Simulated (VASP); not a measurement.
ZnF2:

```
Zn F
1.0
     4.63059    0.00000    0.00000
     0.00000    4.63059    0.00000
     0.00000    0.00000    3.08808
Zn F
2 4
Direct
  0.00000 0.00000 0.00000
  0.50000 0.50000 0.50000
  0.30327 0.30327 0.00000
  0.19673 0.80327 0.50000
  0.69673 0.69673 0.00000
  0.80327 0.19673 0.50000
```

Base run:

```yaml
Program: VASP 6.6.1
Functional: LDA
Potentials_or_basis: VASP PAW LDA potentials, release 64 (Zn, F)
Cutoff: 600 eV
k_mesh: 4 × 4 × 6
Occupations: gaussian, width 0.01 eV
Spin: no spin polarisation
```

Its results: band gap on the k mesh 3.40 eV; pressure 0.6 GPa; largest force 0.013 eV/Å.

The run is repeated on the same cell with these changes: k mesh from 4 × 4 × 6, through Γ to 4 × 4 × 6, shifted. What comes out?

Band gap on the k mesh 4.18 eV; pressure 0.6 GPa; largest force 0.013 eV/Å.

Caveats: a shifted mesh leaves out Γ, where band edges can lie (at least some runs).

A k mesh can miss the band edges.
